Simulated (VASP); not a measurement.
Wanted: the native input for a VASP 6.6.1 run.

```
Task                   : single point
Functional             : PBE
Potentials or basis    : VASP PAW PBE potentials, release 64 (Si, N)
Cutoff                 : 520 eV
k mesh                 : 4 × 4 × 4
Occupations            : gaussian, width 0.1 eV
Spin                   : collinear spin, ferromagnetic start
Starting moments       : [0.0, 0.0, 0.0, 0.0, 0.0, 0.0, 1.0] μB
Dipole correction      : no
Further INCAR settings : ALGO = Normal; EDIFF = 1e-07; NBANDS = 28
```

The structure of Si6N lies in POSCAR:

```
Si6N
1.0
    5.8379580159      0.0000000000      0.0000000000
    0.0000000000      5.8379580159      0.0000000000
    0.0000000000      0.0000000000      5.8379580159
Si N
6 1
Direct
    0.0000000000      0.0000000000      0.2990588395
    0.0000000000      0.0000000000      0.7009411605
    0.2990588395      0.0000000000      0.0000000000
    0.7009411605      0.0000000000      0.0000000000
    0.0000000000      0.2990588395      0.0000000000
    0.0000000000      0.7009411605      0.0000000000
    0.5000000000      0.5000000000      0.5000000000
```

One way to write it, as run:

INCAR

```
PREC = Accurate ; ENCUT = 520
EDIFF = 1E-7 ; ISMEAR = 0
SIGMA = 0.1 ; LREAL = F
LASPH = T ; NELM = 150
ALGO = Normal ; ISIF = 2
LWAVE = F ; LCHARG = F
ISPIN = 2 ; MAGMOM = 0 0 0 0 0 0 1
LORBIT = 11 ; GGA = PE
NBANDS = 28
```

KPOINTS

```
regular mesh
0
Gamma
  4 4 4
```

Potentials or basis: VASP PAW PBE potentials, release 64 (Si, N).

Launch:

```sh
$ cat potpaw_PBE.64/Si/POTCAR potpaw_PBE.64/N/POTCAR > POTCAR
$ mpirun -np 1 vasp_std > vasp.out
```

It gave:

```
Pressure                                              : 0.0 GPa
Largest force                                         : 0.011 eV/Å
Net moment                                            : 2.90 μB per cell
Site moments                                          : Si +0.01; N +1.80 μB
Valence electrons inside the program's atomic spheres : Si 1.62; N 3.29
```

Wall time 4.4 min on 1 thread of Intel(R) Xeon(R) Platinum 8488C (Sapphire Rapids) (shared host), peak memory 0.43 GiB.
